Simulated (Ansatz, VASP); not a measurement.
**Two plane-wave programs on W**

```
W
1.0
     0.00000    1.99928    1.99928
     1.99928    0.00000    1.99928
     1.99928    1.99928    0.00000
W
1
Direct
  0.00000 0.00000 0.00000
```

Change from the starting cell: volume scaled by 0.971, to set the pressure.

Alike in both runs: task single point; functional PBE; k mesh 17 × 17 × 17; occupations fermi-dirac, width 0.08 eV; no spin polarisation.

|  | VASP | Ansatz |
| --- | --- | --- |
| version | VASP 6.6.1 | Ansatz 0.2.0 |
| potentials or method | VASP PAW PBE potentials, release 64 (W_sv) | PAW with Ansatz's default frozen-core files, scalar-relativistic |
| plane-wave cutoff (eV) | 520 | 420 |
| valence electrons in the cell | 14 | 14 |

|  | VASP | Ansatz | Ansatz less VASP |
| --- | --- | --- | --- |
| pressure (GPa) | 9.4 | 8.7 | -0.65 |

The functional is the same, so the differences come from potentials, cutoffs and numerics.

Spin-orbit coupling is off throughout.
